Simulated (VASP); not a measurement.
Input of a VASP 6.6.1 run:

The input INCAR:

```
PREC = Accurate ; ENCUT = 520
EDIFF = 1E-6 ; ISMEAR = 0
SIGMA = 0.05 ; LREAL = False
LASPH = True ; NELM = 60
ALGO = Normal ; ISIF = 2
LWAVE = False ; LCHARG = True
GGA = PE ; LELF = True
LVHAR = True ; NBANDS = 26
```

KPOINTS

```
regular mesh
0
Gamma
  8 8 6
```

The input POSCAR:

```
ZnSe
1.0
    0.0000000000     -2.8338000000     -2.8338000000
    0.0000000000      2.8338000000     -2.8338000000
    5.6676000000      0.0000000000      0.0000000000
Zn Se
2 2
Direct
    0.5000000000      0.5000000000      0.4603006564
    0.0000000000      0.0000000000      0.0396993436
    0.0000000000      0.5000000000      0.2500000000
    0.5000000000      0.0000000000      0.7500000000
```

Potentials or basis: VASP PAW PBE potentials, release 64 (Zn, Se).

Launch:

```sh
$ cat potpaw_PBE.64/Zn/POTCAR potpaw_PBE.64/Se/POTCAR > POTCAR
$ mpirun -np 1 vasp_std > vasp.out
```

Question: Predict the pressure.

Answer: 3.7 GPa.

Question: Predict the band gap on the k mesh.

Answer: 0.93 eV, direct.

Stress tensor (GPa, compression positive):
```
1.79 0.00 0.00
0.00 4.61 0.00
0.00 0.00 4.61
```

Caveat: the cell differs from its parent crystal (mode 7 (198.7 1/cm) frozen in, largest displacement +0.225 Å); forces of over 1 eV/Å act on the atoms, so gaps and moduli don't describe the material at rest.
